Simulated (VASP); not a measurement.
Here is a VASP 6.6.1 calculation.

INCAR

```
PREC = Accurate
ENCUT = 500
EDIFF = 1E-6
ISMEAR = 0
SIGMA = 0.01
LREAL = False
LASPH = True
NELM = 120
ALGO = Normal
ISIF = 2
LWAVE = False
LCHARG = True
GGA = PE
LELF = True
LVHAR = True
NBANDS = 11
GGA_COMPAT = False
```

KPOINTS

```
regular mesh
0
Gamma
  3 3 3
```

POSCAR

```
Si
1.0
    0.0000000000      2.7687586200      2.7687586200
    2.7687586200      0.0000000000      2.7687586200
    2.7687586200      2.7687586200      0.0000000000
Si
2
Direct
    0.0000000000      0.0000000000      0.0000000000
    0.2500000000      0.2500000000      0.2500000000
```

Potentials or basis: VASP PAW PBE potentials, release 64 (Si).

Command:

```bash
$ cat potpaw_PBE.64/Si/POTCAR > POTCAR
$ mpirun -np 1 vasp_std > vasp.out
```

(1) Predict the band gap on the k mesh.

(2) What does it give for the pressure?

## Answers

(1) 0.77 eV, indirect (least direct gap 2.50 eV).

(2) -1.5 GPa.

Caveat: the k points lie up to 0.66 Å⁻¹ apart.
